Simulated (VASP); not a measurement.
# CuO (P1) in VASP: a series of runs, part 2 of 2

VASP 6.6.1. The steps go on from the part before.

## 3. Single point, RPBE

This run uses another cell than the first one, of 9.48 Å³/atom.

Contents of INCAR:

```
SYSTEM = CuO
PREC = Accurate
ENCUT = 520
EDIFF = 1E-6
ISMEAR = -1
SIGMA = 0.05
LREAL = .FALSE.
LASPH = .TRUE.
NELM = 100
ALGO = Normal
ISIF = 2
LWAVE = .FALSE.
LCHARG = .FALSE.
GGA = RP
NBANDS = 16
```

Contents of KPOINTS:

```
Automatic mesh
0
G
  11 11 11
  0 0 0
```

Contents of POSCAR:

```
CuO
1.0
    0.0000000000      2.1165600000      2.1165600000
    2.1165600000      0.0000000000      2.1165600000
    2.1165600000      2.1165600000      0.0000000000
Cu O
1 1
Direct
    0.0294977200      0.0281008700      0.9080259900
    0.4705022800      0.4718991300      0.5919740100
```

Potentials or basis: VASP PAW PBE potentials, release 64 (Cu, O).

Run with:

```
cat potpaw_PBE.64/Cu/POTCAR potpaw_PBE.64/O/POTCAR > POTCAR
mpirun -np 1 vasp_std > vasp.out
```

OUTCAR:

```text
SYSTEM = CuO
   PREC = Accurate
   ENCUT = 520
   EDIFF = 1E-6
   ISMEAR = -1
   LREAL = .FALSE.
   LASPH = .TRUE.
   NELM = 100
   ISIF = 2
   GGA = RP

 ion  position               nearest neighbor table
   1  0.029  0.028  0.908-   2 1.88   2 1.89   2 1.91
   2  0.471  0.472  0.592-   1 1.88   1 1.89   1 1.91

  LATTYP: Found a face centered cubic cell.
 ALAT       =     4.2331200000

  Lattice vectors:

 A1 = (   0.0000000000,   2.1165600000,   2.1165600000)
 A2 = (   2.1165600000,   0.0000000000,   2.1165600000)
 A3 = (   2.1165600000,   2.1165600000,   0.0000000000)

Analysis of symmetry for initial positions (statically):
=====================================================================
 Subroutine PRICEL returns:
 Original cell was already a primitive cell.

 Routine SETGRP: Setting up the symmetry group for a
 face centered cubic supercell.

 Subroutine GETGRP returns: Found  1 space group operations
 (whereof  1 operations were pure point group operations)
 out of a pool of 48 trial point group operations.

The static configuration has the point symmetry C_1 .

Analysis of symmetry for dynamics (positions and initial velocities):
=====================================================================
 Subroutine PRICEL returns:
 Original cell was already a primitive cell.

 Routine SETGRP: Setting up the symmetry group for a
 face centered cubic supercell.

 Subroutine GETGRP returns: Found  1 space group operations
 (whereof  1 operations were pure point group operations)
 out of a pool of 48 trial point group operations.

The dynamic configuration has the point symmetry C_1 .

 Subroutine INISYM returns: Found  1 space group operations
 (whereof  1 operations are pure point group operations),
 and found     1 'primitive' translations

----------------------------------------------------------------------------------------

                                     Primitive cell
[... 108 lines left out ...]
   IALGO  =     38    algorithm
   IMIX   =      4    mixing-type and parameters
     AMIX     =   0.40;   BMIX     =  1.00
     AMIX_MAG =   1.60;   BMIX_MAG =  1.00
  volume/ion in A,a.u.               =       9.48        63.99
  Fermi-wavevector in a.u.,A,eV,Ry     =   1.578522  2.982973 33.902055  2.491731
  Thomas-Fermi vector in A             =   2.679040
   LORBIT       =      0    0 simple, 1 ext, 2 COOP (PROOUT), +10 PAW based schemes
   GGA     = RP    functional components
   LHFCALC =     F    Hartree Fock is set to
   AEXX    =    0.0000 exact exchange contribution
   IVDW    =     0    specifies the selected vdW correction
   LEPSILON=     F    determine dielectric tensor
   LRPA    =     F    only Hartree local field effects (RPA)
 non-spin polarized calculation
  energy-cutoff  :      520.00
  volume of cell :       18.96
 maximum number of plane-waves:       532
   NGX = 11   NGY = 11   NGZ = 11

 number of electron      17.0000002 magnetization

 Free energy of the ion-electron system (eV)
  ---------------------------------------------------
  ext. energy  EPLUGINS =         0.00000000
  ---------------------------------------------------
  free energy    TOTEN  =        -8.19129809 eV

  energy without entropy =       -8.17052390  energy(sigma->0) =       -8.18091100

 E-fermi :   6.3633     XC(G=0): -12.1669

 val. band max:        6.3590154255   @ k =   0.1818   0.0909  -0.2727
 cond. band min:       6.3731735439   @ k =   0.0000   0.1818   0.0909
 fundamental gap:      0.0141581183
 Fermi energy:         6.3633435902

 k-point     1 :       0.0000    0.0000    0.0000
  band No.  band energies     occupation
      1     -13.4507      2.00000
      2       1.7920      2.00000
      3       1.8475      2.00000
      4       2.4867      2.00000
      5       3.8589      2.00000
      6       3.8930      2.00000
[... 433 lines left out ...]
      3       1.8005      2.00000
      4       2.5013      2.00000
      5       3.8256      2.00000
      6       3.9288      2.00000
[... 8 lines left out ...]
     15      28.0466      0.00000
     16      29.6597      0.00000

 [... further k-points ...]

------------------------ aborting loop because EDIFF is reached ----------------------------------------

  FORCE on cell =-STRESS in cart. coord.  units (eV):
  Direction    XX          YY          ZZ          XY          YZ          ZX
  --------------------------------------------------------------------------------------
  -------------------------------------------------------------------------------------
  Total        3.1621240      3.0549762      2.7135811     -0.5945609      0.4748201      0.5003270
  in kB      267.1577215    258.1051445    229.2617660    -50.2325472     40.1160317     42.2710263
  external PRESSURE =     251.5082107 kB  Pullay stress =       0.0000000 kB

 VOLUME and BASIS-vectors are now :
 -----------------------------------------------------------------------------
  energy-cutoff  :      520.00
  volume of cell :       18.96
      direct lattice vectors                 reciprocal lattice vectors
     0.000000000  2.116560000  2.116560000    -0.236232377  0.236232377  0.236232377
     2.116560000  0.000000000  2.116560000     0.236232377 -0.236232377  0.236232377
     2.116560000  2.116560000  0.000000000     0.236232377  0.236232377 -0.236232377

 POSITION                                       TOTAL-FORCE (eV/Angst)
 -----------------------------------------------------------------------------------
      1.98137      1.98433      0.12191         0.743762      0.683315     -0.500124
      2.25175      2.24879      1.99465        -0.743762     -0.683315      0.500124
 -----------------------------------------------------------------------------------
    total drift:                               -0.000015     -0.000094      0.000486

  FREE ENERGIE OF THE ION-ELECTRON SYSTEM (eV)
  ---------------------------------------------------
  free  energy   TOTEN  =        -8.1912980877 eV

  energy  without entropy=       -8.1705239047  energy(sigma->0) =       -8.18091100
```

stdout:

```text
POSCAR found type information on POSCAR CuO
 POSCAR found :  2 types and       2 ions
 scaLAPACK will be used
 -----------------------------------------------------------------------------
|                                                                             |
|                                                                             |
|     You enforced a specific xc type in the INCAR file but a different       |
|     I HOPE YOU KNOW WHAT YOU ARE DOING!                                     |
|                                                                             |
 -----------------------------------------------------------------------------

 LDA part: xc-table for (Slater+PW92), standard interpolation
 POSCAR, INCAR and KPOINTS ok, starting setup
 FFT: planning ... GRIDC
 FFT: planning ... GRID_SOFT
 FFT: planning ... GRID
 WAVECAR not read
 entering main loop
```

Wall time 65 s (1 thread of Intel Xeon 6975P-C (Granite Rapids), shared host); peak memory 0.31 GiB.

Results:

```
Free energy            : -8.1913 eV
Pressure               : 25.2 GPa
Largest force          : 1.127 eV/Å
Band gap on the k mesh : zero (an odd number of electrons rules out a gap without spin polarisation)
```

Forces in eV/Å, atoms in the order of the input:
```
Cu   0.744  0.683 -0.500
O   -0.744 -0.683  0.500
```

Caveat: the cell stands under pressure; the PAW data sets were made with another functional, which shifts forces and pressure a little; an odd number of electrons without spin polarisation forces a metal; a magnetic or distorted state may lie lower; semilocal functionals often make such compounds metallic where correlation or magnetic order opens a gap, which also shifts bond lengths. With open d or f shells a metallic result of RPBE can be an artefact of self-interaction; +U or a hybrid may open a gap.

## 4. Single point, RPBE

This run uses another cell than the first one, of 9.67 Å³/atom.

Contents of INCAR:

```
SYSTEM = CuO
PREC = Accurate ; ENCUT = 520
EDIFF = 1E-7 ; ISMEAR = -1
SIGMA = 0.05 ; LREAL = .False.
LASPH = .True. ; NELM = 60
ALGO = Normal ; ISIF = 2
LWAVE = .False. ; LCHARG = .False.
GGA = RP ; NBANDS = 16
```

Contents of KPOINTS:

```
regular mesh
0
Gamma
  11 11 11
  0 0 0
```

Contents of POSCAR:

```
CuO
1.0
    0.0000000000      2.1305773621      2.1305773621
    2.1305773621      0.0000000000      2.1305773621
    2.1305773621      2.1305773621      0.0000000000
Cu O
1 1
Direct
    0.0294977200      0.0281008700      0.9080259900
    0.4705022800      0.4718991300      0.5919740100
```

Run with:

```
cat potpaw_PBE.64/Cu/POTCAR potpaw_PBE.64/O/POTCAR > POTCAR
mpirun -np 1 vasp_std > vasp.out
```

Wall time 72 s (1 thread of Intel Xeon 6975P-C (Granite Rapids), shared host); peak memory 0.31 GiB.

It converged, with:

* Free energy: -8.2460 eV
* Pressure: 20.5 GPa
* Largest force: 0.981 eV/Å
* Band gap on the k mesh: zero (an odd number of electrons rules out a gap without spin polarisation)

Forces in eV/Å, atoms in the order of the input:
```
Cu   0.651  0.596 -0.428
O   -0.651 -0.596  0.428
```

Stress tensor (GPa, compression positive):
```
21.97 -4.32  3.60
-4.32 21.14  3.41
 3.60  3.41 18.49
```

Levels at points of the mesh, in eV from the Fermi level:
```tsv
k point	band 5	band 6	band 7	band 8	band 9	band 10	band 11	band 12	band 13	band 14
(0.00, 0.00, 0.00)	-2.44	-2.41	-0.52	-0.21	-0.18	1.46	16.90	18.04	18.16	18.84
```

Caveat: the cell stands under pressure; the PAW data sets were made with another functional, which shifts forces and pressure a little; an odd number of electrons without spin polarisation forces a metal; a magnetic or distorted state may lie lower; semilocal functionals often make such compounds metallic where correlation or magnetic order opens a gap, which also shifts bond lengths. With open d or f shells a metallic result of RPBE can be an artefact of self-interaction; +U or a hybrid may open a gap.

## 5. Single point, RPBE

This run uses another cell than the first one, of 9.86 Å³/atom.

Contents of INCAR:

```
  ALGO = Normal
  EDIFF = 1E-7
  ENCUT = 520
  GGA = RP
  ISIF = 2
  ISMEAR = -1
  LASPH = T
  LCHARG = T
  LELF = T
  LREAL = F
  LVHAR = T
  LWAVE = F
  NBANDS = 16
  NELM = 60
  PREC = Accurate
  SIGMA = 0.05
```

Contents of KPOINTS:

```
k-points
0
Gamma
  11 11 11
```

Contents of POSCAR:

```
CuO
1.0
    0.0000000000      2.1444126677      2.1444126677
    2.1444126677      0.0000000000      2.1444126677
    2.1444126677      2.1444126677      0.0000000000
Cu O
1 1
Direct
    0.0294977200      0.0281008700      0.9080259900
    0.4705022800      0.4718991300      0.5919740100
```

Run with:

```
cat potpaw_PBE.64/Cu/POTCAR potpaw_PBE.64/O/POTCAR > POTCAR
mpirun -np 1 vasp_std > vasp.out
```

It took 71 s on 1 thread of Intel Xeon 6975P-C (Granite Rapids), shared host; peak memory 0.31 GiB.

Results (log left out):

```
Free energy            : -8.2902 eV
Pressure               : 16.3 GPa
Largest force          : 0.844 eV/Å
Band gap on the k mesh : zero (an odd number of electrons rules out a gap without spin polarisation)
```

Forces in eV/Å, atoms in the order of the input:
```
Cu   0.565  0.514 -0.361
O   -0.565 -0.514  0.361
```

Stress tensor (GPa, compression positive):
```
17.64 -3.67  3.03
-3.67 16.87  2.86
 3.03  2.86 14.43
```

Levels at points of the mesh, in eV from the Fermi level:
```tsv
k point	band 5	band 6	band 7	band 8	band 9	band 10	band 11	band 12	band 13	band 14
(0.00, 0.00, 0.00)	-2.38	-2.35	-0.50	-0.20	-0.17	1.40	16.81	17.90	18.02	18.71
```

Caveat: the cell stands under pressure; the PAW data sets were made with another functional, which shifts forces and pressure a little; an odd number of electrons without spin polarisation forces a metal; a magnetic or distorted state may lie lower; semilocal functionals often make such compounds metallic where correlation or magnetic order opens a gap, which also shifts bond lengths.

## 6. The runs side by side

| cell | gap on the mesh (eV) | pressure (GPa) | largest force (eV/Å) |
| --- | --- | --- | --- |
| a = 2.973 Å, angles 60.0°, 2 atoms | none | 30.3 | 1.28 |
| a = 2.993 Å, angles 60.0°, 2 atoms | none | 25.2 | 1.13 |
| a = 3.013 Å, angles 60.0°, 2 atoms | none | 20.5 | 0.98 |
| a = 3.033 Å, angles 60.0°, 2 atoms | none | 16.3 | 0.84 |

Alike in all rows: task single point; level RPBE; potentials or basis VASP PAW PBE potentials, release 64 (Cu, O); no spin polarisation; k mesh 11 × 11 × 11; cutoff (eV) 520; smearing fermi-dirac 0.05 eV.

Caveats: the cell stands under pressure; the PAW data sets were made with another functional, which shifts forces and pressure a little; an odd number of electrons without spin polarisation forces a metal; a magnetic or distorted state may lie lower; semilocal functionals often make such compounds metallic where correlation or magnetic order opens a gap, which also shifts bond lengths.

Absolute energies hang on the potentials; compare differences alone.
